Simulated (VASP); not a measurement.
**CaB: relaxation of cell and atoms with PBE**

Crystal: CaB.

```xyz
2
Lattice="3.6282 0.0000 0.0000 -1.8141 3.1421 0.0000 0.0000 0.0000 3.6442" Properties=species:S:1:pos:R:3 pbc="T T T"
Ca    1.8141    1.0474    1.8221
B     0.0000    2.0948    0.0000
```

| Quantity | Value |
| --- | --- |
| Program | VASP 6.6.1 |
| Task | relaxation of cell and atoms |
| Functional | PBE |
| Potentials or basis | VASP PAW PBE potentials, release 64 (Ca_sv, B) |
| Cutoff | 600 eV |
| k mesh | 18 × 18 × 16 |
| Occupations | gaussian, width 0.1 eV |
| Spin | no spin polarisation |
| Dipole correction | no |
| Further INCAR settings | ALGO = Normal; EDIFF = 1e-07; IBRION = 2; EDIFFG = -0.01; NSW = 100; ISIF = 3 |

```
Relaxed volume                         : 20.92 Å³/atom
Relaxed cell                           : a = 3.683 Å, b = 3.683 Å, c = 3.563 Å, α = 90.00°, β = 90.00°, γ = 120.00°
Space group after relaxing (to 0.05 Å) : P-6m2 (No. 187)
Energy gained by relaxing              : 3.0 meV/atom
Ionic steps                            : 4
Pressure after relaxing                : 0.0 GPa
```

Step by step:
```tsv
step	energy change (eV)	largest force (eV/Å)	pressure (GPa)	volume (Å³)
1	0.0000	0.0000	0.19	41.55
2	-0.0030	0.0000	0.08	41.69
3	-0.0059	0.0000	-0.14	42.00
4	-0.0059	0.0000	0.04	41.84
```

Final structure:
```
CELL_PARAMETERS angstrom
3.68265 0.00000 0.00000
-1.84132 3.18927 0.00000
0.00000 0.00000 3.56261
ATOMIC_POSITIONS crystal
Ca 0.66667 0.33333 0.50000
B 0.33333 0.66667 0.00000
```

Levels at points of the mesh, in eV from the Fermi level:
```
           k point  band 4  band 5  band 6  band 7  band 8  band 9
(0.00, 0.00, 0.00)  -21.19   -7.31    1.14    1.14    1.79    1.81
(0.50, 0.00, 0.00)  -21.17   -5.43   -2.38    1.04    1.38    1.97
(0.00, 0.00, 0.50)  -21.17   -5.61   -2.81    1.76    1.76    3.90
(0.50, 0.00, 0.50)  -21.22   -4.95   -1.22   -1.08    0.45    2.52
```

Wall time 8.5 min on 1 thread of AMD EPYC 7R43 64-Core Processor (Zen 3) (shared host), peak memory 0.31 GiB.
